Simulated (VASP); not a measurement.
# Si (a cell with a defect) in VASP: notebook

The runs below take Si (a cell with a defect) through single point, with PBE.

All numbers are computed with VASP 6.6.1; they aren't measurements. Logs are shortened: lines on timing, memory, paths and dates and some standing lists are left out, and cuts for length are marked.

### Step 1. The cell of the first run

The cell holds a defect, 63 atoms: a = 10.860 Å, b = 10.860 Å, c = 10.860 Å, α = 90.00°, β = 90.00°, γ = 90.00°.

### Step 2. Single point, PBE

Contents of INCAR:

```
SYSTEM = Si
PREC = Accurate
ENCUT = 400
EDIFF = 1E-6
ISMEAR = 0
SIGMA = 0.05
LREAL = Auto
LASPH = .TRUE.
NELM = 120
ALGO = Normal
ISIF = 2
LWAVE = .FALSE.
LCHARG = .TRUE.
GGA = PE
LELF = .TRUE.
LVHAR = .TRUE.
NBANDS = 163
GGA_COMPAT = .FALSE.
```

Contents of KPOINTS:

```
Automatic mesh
0
G
  1 1 1
  0 0 0
```

Contents of POSCAR:

```
Si
1.0
   10.8600000000      0.0000000000      0.0000000000
    0.0000000000     10.8600000000      0.0000000000
    0.0000000000      0.0000000000     10.8600000000
Si
63
Direct
    0.5001670258     -0.0007845550     -0.0002462897
    0.6308814577      0.1299673230      0.1225565925
    0.7668660138      0.2659389961      0.0057525173
    0.9036781881      0.4027521767      0.1285232472
    0.7501590762     -0.0020590230      0.2460581083
    0.8739004118      0.1235443187      0.3713139802
    0.0001371665     -0.0007925941      0.0002043080
    0.1240742193      0.1280536868      0.1230567586
    0.2383243752      0.2610625167     -0.0042305347
    0.3713580962      0.3752404124      0.1230899235
    0.5001363634      0.4992081601      0.0001965125
    0.6289400666      0.6231852228      0.1230445278
    0.7620053800      0.7373836100     -0.0042329447
    0.8762241596      0.8703856792      0.1231030984
    0.2501312889      0.0005176239      0.2460369710
    0.3760256595      0.1232970357      0.3733962817
    0.4988746026      0.2492032980      0.2461122413
    0.6245035983      0.3729947320      0.3713120511
    0.7538612017      0.5015297055      0.2521060254
    0.8712803162      0.6280520648      0.3818452541
    0.5001355017     -0.0007907545      0.5001009178
    0.6247633874      0.1238682435      0.6261153804
    0.7474968744      0.2465654929      0.4965071054
    0.8725458255      0.3715802017      0.6201703688
    0.7505025806      0.0021141048      0.7540738116
    0.8767171089      0.1292049876      0.8779385683
    0.0966312021      0.5956959379      0.1285397780
    0.2334503925      0.7325162912      0.0057571537
    0.3694400902      0.8684873793      0.1225570993
    0.0024449500      0.2529601691      0.2521547952
    0.1290162806      0.3703923097      0.3818432166
    0.2464451671      0.4969250155      0.2521305614
    0.3758177401      0.6254471108      0.3713153970
    0.5014423065      0.7492200693      0.2460895148
    0.6242685000      0.8751334042      0.3733868258
    0.0001471485     -0.0007747587      0.4981711542
    0.1263688574      0.1209134321      0.6271429738
    0.2542827526      0.2451145992      0.5048684676
    0.3785037387      0.3729962271      0.6271633317
    0.5001577138      0.4992211328      0.4981787474
    0.6218171505      0.6254632883      0.6271439914
    0.7460322413      0.7533572295      0.5048647525
    0.8739468019      0.8775455997      0.6271689305
    0.2497821855     -0.0036559885      0.7540722960
    0.3711632681      0.1281890286      0.8759810014
    0.5030408912      0.2495824709      0.7541396914
    0.6301774521      0.3758273780      0.8779328159
    0.7517635246      0.4985475529      0.7470848460
    0.8929018811      0.6064603587      0.8701495059
   -0.0021211555      0.7454822417      0.2521896447
    0.1264026822      0.8749055156      0.3713143888
    0.0001393079      0.4992111166      0.5001159475
    0.1277463208      0.6268560092      0.6201450747
    0.2528132246      0.7518821765      0.4965073923
    0.3755279522      0.8745566804      0.6261395237
   -0.0005290316      0.2508106253      0.7471460352
    0.1074118608      0.3919664438      0.8701474602
    0.2485283199      0.4998999275      0.7470826530
    0.3701152190      0.6226089869      0.8779261288
    0.4972691717      0.7488401714      0.7541345412
    0.6291417566      0.8702500146      0.8759824065
    0.0008456451      0.7476117785      0.7471450288
    0.1235911443      0.8692337078      0.8779373454
```

Potentials or basis: VASP PAW PBE potentials, release 64 (Si).

The run is started by

```
$ cat potpaw_PBE.64/Si/POTCAR > POTCAR
$ mpirun -np 1 vasp_gam > vasp.out
```

OUTCAR:

```text
SYSTEM = Si
   PREC = Accurate
   ENCUT = 400
   EDIFF = 1E-6
   ISMEAR = 0
   LREAL = Auto
   LASPH = .TRUE.
   NELM = 120
   ISIF = 2
   GGA = PE

 ion  position               nearest neighbor table
   1  0.500  0.999  1.000-  61 2.39  45 2.39  29 2.41   2 2.41
   2  0.631  0.130  0.123-  17 2.35   5 2.35   1 2.41   3 2.44
   3  0.767  0.266  0.006-  47 2.36  26 2.36   2 2.44   4 2.49
   4  0.904  0.403  0.129-  19 2.37  30 2.37   3 2.49  27 2.96
   5  0.750  0.998  0.246-   6 2.35   2 2.35  35 2.36  14 2.36
   6  0.874  0.124  0.371-   5 2.35  23 2.35  30 2.37  36 2.37
[... 40 lines left out ...]
  47  0.630  0.376  0.878-  48 2.35  11 2.36   3 2.36  46 2.37
  48  0.752  0.499  0.747-  49 2.35  24 2.35  47 2.35  41 2.36
  49  0.893  0.606  0.870-  62 2.35  48 2.35  13 2.43
  50  0.998  0.745  0.252-  20 2.35  14 2.36  51 2.37  27 2.37
  51  0.126  0.875  0.371-  15 2.35  54 2.35  50 2.37  36 2.37
  52  0.000  0.499  0.500-  24 2.35  53 2.35  31 2.36  20 2.36
  53  0.128  0.627  0.620-  54 2.34  62 2.35  58 2.35  52 2.35
  54  0.253  0.752  0.497-  53 2.34  51 2.35  33 2.35  55 2.35
  55  0.376  0.875  0.626-  54 2.35  21 2.35  60 2.35  44 2.35
  56  0.999  0.251  0.747-  57 2.35  24 2.35  26 2.35  37 2.36
  57  0.107  0.392  0.870-  56 2.35  58 2.35   9 2.43
  58  0.249  0.500  0.747-  57 2.35  53 2.35  59 2.35  39 2.36
  59  0.370  0.623  0.878-  58 2.35  11 2.36  28 2.36  60 2.37
  60  0.497  0.749  0.754-  41 2.35  61 2.35  55 2.35  59 2.37
  61  0.629  0.870  0.876-  60 2.35  25 2.35   1 2.39  13 2.42
  62  0.001  0.748  0.747-  49 2.35  53 2.35  63 2.35  43 2.36
  63  0.124  0.869  0.878-  62 2.35   7 2.36  28 2.36  44 2.36

  LATTYP: Found a simple cubic cell.
 ALAT       =    10.8600000000

  Lattice vectors:

 A1 = (  10.8600000000,   0.0000000000,   0.0000000000)
 A2 = (   0.0000000000,  10.8600000000,   0.0000000000)
 A3 = (   0.0000000000,   0.0000000000,  10.8600000000)

Analysis of symmetry for initial positions (statically):
=====================================================================
 Subroutine PRICEL returns:
 Original cell was already a primitive cell.

 Routine SETGRP: Setting up the symmetry group for a
 simple cubic supercell.

 Subroutine GETGRP returns: Found  1 space group operations
 (whereof  1 operations were pure point group operations)
 out of a pool of 48 trial point group operations.

The static configuration has the point symmetry C_1 .

Analysis of symmetry for dynamics (positions and initial velocities):
=====================================================================
 Subroutine PRICEL returns:
 Original cell was already a primitive cell.

 Routine SETGRP: Setting up the symmetry group for a
 simple cubic supercell.

 Subroutine GETGRP returns: Found  1 space group operations
[... 212 lines left out ...]
   NELECT =     252.0000    total number of electrons
   NUPDOWN=      -1.0000    fix difference up-down
   EMIN   =  10.00;   EMAX   =-10.00  energy-range for DOS
   EFERMI =   0.00;   METHOD = LEGACY
   ISMEAR =     0;   SIGMA  =   0.05  broadening in eV -4-tet -1-fermi 0-gaus
   EFERMI_NEDOS =   21; number of points for ismear=-14 and -15
   IALGO  =     38    algorithm
   IMIX   =      4    mixing-type and parameters
     AMIX     =   0.40;   BMIX     =  1.00
     AMIX_MAG =   1.60;   BMIX_MAG =  1.00
  volume/ion in A,a.u.               =      20.33       137.20
  Fermi-wavevector in a.u.,A,eV,Ry     =   0.952164  1.799329 12.335269  0.906617
  Thomas-Fermi vector in A             =   2.080702
   LORBIT       =      0    0 simple, 1 ext, 2 COOP (PROOUT), +10 PAW based schemes
   GGA     = PE    functional components
   LHFCALC =     F    Hartree Fock is set to
   AEXX    =    0.0000 exact exchange contribution
   IVDW    =     0    specifies the selected vdW correction
   LEPSILON=     F    determine dielectric tensor
   LRPA    =     F    only Hartree local field effects (RPA)
 non-spin polarized calculation
 Gauss-broadening in eV      SIGMA  =   0.05
  energy-cutoff  :      400.00
  volume of cell :     1280.82
 maximum number of plane-waves:     11564
 NGX is ok and might be reduce to    70
   NGX = 35   NGY = 35   NGZ = 35

 number of electron     252.0000004 magnetization

 Free energy of the ion-electron system (eV)
  ---------------------------------------------------
  ext. energy  EPLUGINS =         0.00000000
  ---------------------------------------------------
  free energy    TOTEN  =      -332.04996817 eV

  energy without entropy =     -332.04995626  energy(sigma->0) =     -332.04996222

 E-fermi :   6.1814     XC(G=0):  -9.3412

 val. band max:        6.0359576834   @ k =   0.0000   0.0000   0.0000
 cond. band min:       6.3271058753   @ k =   0.0000   0.0000   0.0000
 fundamental gap:      0.2911481919
 Fermi energy:         6.1814377831

 k-point     1 :       0.0000    0.0000    0.0000
  band No.  band energies     occupation
      1      -6.1693      2.00000
      2      -5.1246      2.00000
      3      -5.1166      2.00000
      4      -5.1054      2.00000
      5      -5.0913      2.00000
      6      -5.0904      2.00000
[... 130 lines left out ...]
    137       6.9365      0.00000
    138       6.9409      0.00000
 [bands above 138 left out]

------------------------ aborting loop because EDIFF is reached ----------------------------------------

  FORCE on cell =-STRESS in cart. coord.  units (eV):
  Direction    XX          YY          ZZ          XY          YZ          ZX
  --------------------------------------------------------------------------------------
  -------------------------------------------------------------------------------------
  Total        4.9695213      4.9662879     21.7986855     -1.6547867      0.0018094      0.0028313
  in kB        6.2163530      6.2123083     27.2678824     -2.0699656      0.0022634      0.0035416
  external PRESSURE =      13.2321812 kB  Pullay stress =       0.0000000 kB

 VOLUME and BASIS-vectors are now :
 -----------------------------------------------------------------------------
  energy-cutoff  :      400.00
  volume of cell :     1280.82
      direct lattice vectors                 reciprocal lattice vectors
    10.860000000  0.000000000  0.000000000     0.092081031  0.000000000  0.000000000
     0.000000000 10.860000000  0.000000000     0.000000000  0.092081031  0.000000000
     0.000000000  0.000000000 10.860000000     0.000000000  0.000000000  0.092081031

 POSITION                                       TOTAL-FORCE (eV/Angst)
 -----------------------------------------------------------------------------------
      5.43181     10.85148     10.85733        -0.001261      0.000369     -0.002047
      6.85137      1.41145      1.33096        -0.000487     -0.002260      0.003558
      8.32816      2.88810      0.06247        -0.001771     -0.001865     -0.004680
      9.81395      4.37389      1.39576        -0.000012     -0.000163      0.005507
      8.14673     10.83764      2.67219         0.000669     -0.000560     -0.000886
      9.49056      1.34169      4.03247         0.000377      0.002006     -0.000239
[... 55 lines left out ...]
      0.00918      8.11906      8.11400        -0.000531      0.000100      0.000035
      1.34220      9.43988      9.53440        -0.002042     -0.000522     -0.002092
 -----------------------------------------------------------------------------------
    total drift:                               -0.000416     -0.006952     -0.012649

  FREE ENERGIE OF THE ION-ELECTRON SYSTEM (eV)
  ---------------------------------------------------
  free  energy   TOTEN  =      -332.0499681715 eV

  energy  without entropy=     -332.0499562616  energy(sigma->0) =     -332.04996222
```

It took 4.1 min on 1 thread of Intel Xeon 8259CL, shared host; peak memory 0.71 GiB.

What came out:

```
Free energy   : -332.0500 eV
Pressure      : 1.3 GPa
Largest force : 0.013 eV/Å
```

Forces in eV/Å, atoms in the order of the input:
```
Si  -0.001  0.000 -0.002
Si   0.000 -0.002  0.004
Si  -0.002 -0.002 -0.005
Si   0.000  0.000  0.006
Si   0.001 -0.001 -0.001
Si   0.000  0.002  0.000
Si   0.001 -0.001  0.001
Si   0.000  0.000  0.000
Si  -0.001 -0.001  0.001
Si   0.000  0.001 -0.001
Si   0.000 -0.001  0.000
Si   0.001  0.000  0.001
Si  -0.002  0.001  0.001
Si   0.000 -0.002 -0.001
Si   0.000 -0.001 -0.001
Si   0.001  0.001  0.000
Si   0.000  0.002 -0.001
Si   0.000 -0.002  0.000
Si  -0.001  0.002  0.001
Si   0.002 -0.001  0.001
Si   0.001 -0.001  0.001
Si   0.001  0.001 -0.001
Si   0.000  0.000  0.000
Si   0.000  0.001  0.000
Si   0.000  0.000  0.003
Si   0.000  0.001 -0.001
Si   0.001  0.001  0.005
Si   0.002  0.002 -0.005
Si   0.000  0.001  0.004
Si   0.003 -0.002  0.001
Si  -0.001  0.000  0.001
Si   0.000 -0.004  0.000
Si   0.000  0.002  0.000
Si   0.000  0.000 -0.001
Si  -0.001  0.001  0.002
Si   0.000  0.001  0.001
Si  -0.001 -0.002  0.000
Si   0.000  0.001  0.000
Si  -0.001  0.000  0.000
Si   0.000  0.001  0.000
Si   0.000 -0.002  0.002
Si   0.002  0.000  0.001
Si   0.001  0.000  0.000
Si   0.001  0.000  0.002
Si   0.000  0.001 -0.002
Si   0.001  0.002  0.000
Si   0.000  0.000 -0.002
Si   0.000 -0.001  0.002
Si  -0.008  0.008 -0.006
Si  -0.004  0.000 -0.001
Si   0.002  0.000  0.000
Si   0.000  0.000  0.002
Si   0.001 -0.001 -0.001
Si  -0.001 -0.002 -0.001
Si  -0.001  0.001 -0.001
Si  -0.001  0.001  0.001
Si   0.009 -0.007 -0.006
Si  -0.001  0.001  0.001
Si   0.000  0.000 -0.001
Si   0.000  0.001  0.002
Si   0.000  0.000 -0.003
Si  -0.001  0.000  0.000
Si  -0.002 -0.001 -0.002
```

Caveat: the k points lie up to 0.58 Å⁻¹ apart.

### Step 3. Single point, PBE

Contents of INCAR:

```
SYSTEM = Si
PREC     = Accurate       ! precision mode
ENCUT    = 400            ! plane-wave cutoff, eV
EDIFF    = 1E-6           ! SCF threshold, eV
ISMEAR   = 0              ! smearing method
SIGMA    = 0.05           ! smearing width, eV
LREAL    = Auto         
LASPH    = .TRUE.         ! aspherical terms in the spheres
NELM     = 120            ! most SCF steps
ALGO     = Normal         ! electronic algorithm
ISIF     = 2              ! what is computed and relaxed
LWAVE    = .FALSE.        ! write WAVECAR
LCHARG   = .FALSE.        ! write CHGCAR
GGA      = PE             ! functional
NBANDS   = 163            ! bands
GGA_COMPAT= .FALSE.
```

Contents of KPOINTS:

```
regular mesh
0
G
  1 1 1
  0 0 0
```

Contents of POSCAR:

```
Si
1.0
   10.8600000000      0.0000000000      0.0000000000
    0.0000000000     10.8600000000      0.0000000000
    0.0000000000      0.0000000000     10.8600000000
Si
63
Direct
    0.5001670350     -0.0007845304     -0.0002463168
    0.6308814917      0.1299673112      0.1225566298
    0.7668660221      0.2659390424      0.0057524862
    0.9036781768      0.4027522099      0.1285232044
    0.7501591160     -0.0020590239      0.2460581031
    0.8739003683      0.1235442910      0.3713139963
    0.0001372007     -0.0007926335      0.0002043278
    0.1240742173      0.1280536832      0.1230567219
    0.2383244015      0.2610625230     -0.0042305709
    0.3713581031      0.3752404236      0.1230899632
    0.5001363720      0.4992081952      0.0001965009
    0.6289400552      0.6231851750      0.1230445672
    0.7620053407      0.7373836096     -0.0042329650
    0.8762241252      0.8703856354      0.1231031308
    0.2501313076      0.0005175875      0.2460369245
    0.3760256906      0.1232970534      0.3733963168
    0.4988745856      0.2492033149      0.2461122468
    0.6245035912      0.3729947514      0.3713120626
    0.7538612339      0.5015297422      0.2521059853
    0.8712802947      0.6280520258      0.3818452118
    0.5001355433     -0.0007907919      0.5001009208
    0.6247633517      0.1238682320      0.6261153775
    0.7474968692      0.2465654696      0.4965070902
    0.8725458564      0.3715802026      0.6201703499
    0.7505025783      0.0021140884      0.7540738490
    0.8767171271      0.1292049724      0.8779385820
    0.0966312155      0.5956959484      0.1285397790
    0.2334503683      0.7325162983      0.0057571823
    0.3694400552      0.8684873849      0.1225570902
    0.0024449355      0.2529601289      0.2521547882
    0.1290162983      0.3703922652      0.3818431860
    0.2464452118      0.4969250460      0.2521305709
    0.3758177716      0.6254471455      0.3713153775
    0.5014422652      0.7492200737      0.2460895028
    0.6242685083      0.8751334254      0.3733868324
    0.0001471455     -0.0007747698      0.4981711786
    0.1263688766      0.1209134438      0.6271430018
    0.2542827808      0.2451146409      0.5048685083
    0.3785037753      0.3729962247      0.6271633517
    0.5001577348      0.4992210866      0.4981787293
    0.6218171271      0.6254632597      0.6271440147
    0.7460322284      0.7533572744      0.5048647330
    0.8739467772      0.8775455801      0.6271689687
    0.2497822284     -0.0036559853      0.7540722836
    0.3711632597      0.1281890424      0.8759810313
    0.5030408840      0.2495825046      0.7541396869
    0.6301774401      0.3758273481      0.8779327808
    0.7517635359      0.4985475138      0.7470848066
    0.8929018416      0.6064604052      0.8701495396
   -0.0021211786      0.7454822284      0.2521895948
    0.1264026703      0.8749055249      0.3713143646
    0.0001393186      0.4992111418      0.5001159300
    0.1277463168      0.6268559853      0.6201450276
    0.2528132597      0.7518821363      0.4965073665
    0.3755279926      0.8745567219      0.6261395028
   -0.0005290055      0.2508105893      0.7471460405
    0.1074118785      0.3919664825      0.8701474217
    0.2485283610      0.4998999079      0.7470826888
    0.3701151934      0.6226090239      0.8779261510
    0.4972691529      0.7488401473      0.7541345304
    0.6291418048      0.8702500000      0.8759824125
    0.0008456722      0.7476117864      0.7471450276
    0.1235911602      0.8692337017      0.8779373849
```

Potentials or basis: VASP PAW PBE potentials, release 64 (Si).

The run is started by

```
$ cat potpaw_PBE.64/Si/POTCAR > POTCAR
$ mpirun -np 1 vasp_gam > vasp.out
```

Run time: 3.9 min. Hardware: 1 thread of Intel Xeon 8259CL, shared host; peak memory 0.71 GiB.

It converged, with:

```yaml
Free_energy: -332.0500 eV
Pressure: 1.3 GPa
Largest_force: 0.013 eV/Å
```

Forces on the atoms (eV/Å):
```
Si  -0.001  0.000 -0.002
Si   0.000 -0.002  0.004
Si  -0.002 -0.002 -0.005
Si   0.000  0.000  0.006
Si   0.001 -0.001 -0.001
Si   0.000  0.002  0.000
Si   0.001 -0.001  0.001
Si   0.000  0.000  0.000
Si  -0.001 -0.001  0.001
Si   0.000  0.001 -0.001
Si   0.000 -0.001  0.000
Si   0.001  0.000  0.001
Si  -0.002  0.001  0.001
Si   0.000 -0.002 -0.001
Si   0.000 -0.001  0.000
Si   0.001  0.001  0.000
Si   0.000  0.002 -0.001
Si   0.000 -0.002  0.000
Si  -0.001  0.002  0.001
Si   0.002 -0.001  0.001
Si   0.001 -0.001  0.001
Si   0.001  0.001 -0.001
Si   0.000  0.000  0.000
Si   0.000  0.001  0.000
Si   0.000  0.000  0.003
Si   0.000  0.001 -0.001
Si   0.001  0.001  0.005
Si   0.002  0.002 -0.005
Si   0.000  0.001  0.004
Si   0.003 -0.002  0.001
Si  -0.001  0.000  0.001
Si   0.000 -0.004  0.000
Si   0.000  0.002  0.000
Si   0.000  0.000 -0.001
Si  -0.001  0.001  0.002
Si   0.000  0.001  0.001
Si  -0.001 -0.002  0.000
Si   0.000  0.001  0.000
Si  -0.001  0.000  0.000
Si   0.000  0.001  0.000
Si   0.000 -0.002  0.002
Si   0.002  0.000  0.001
Si   0.001  0.000  0.000
Si   0.001  0.000  0.002
Si   0.000  0.001 -0.002
Si   0.001  0.002  0.000
Si   0.000  0.000 -0.002
Si   0.000 -0.001  0.002
Si  -0.008  0.008 -0.006
Si  -0.004  0.000 -0.001
Si   0.002  0.000  0.000
Si   0.000  0.000  0.002
Si   0.001 -0.001 -0.001
Si  -0.001 -0.002 -0.001
Si  -0.001  0.001 -0.001
Si  -0.001  0.001  0.001
Si   0.009 -0.007 -0.006
Si  -0.001  0.001  0.001
Si   0.000  0.000 -0.001
Si   0.000  0.001  0.002
Si   0.000  0.000 -0.003
Si  -0.001  0.000  0.000
Si  -0.002 -0.001 -0.002
```

Stress tensor (GPa, compression positive):
```
 0.62 -0.21  0.00
-0.21  0.62  0.00
 0.00  0.00  2.73
```

Levels at points of the mesh, in eV from the Fermi level:
| k point | band 124 | band 125 | band 126 | band 127 | band 128 | band 129 |
| --- | --- | --- | --- | --- | --- | --- |
| (0.00, 0.00, 0.00) | -0.75 | -0.72 | -0.15 | 0.15 | 0.17 | 0.22 |

Caveat: the k points lie up to 0.58 Å⁻¹ apart.
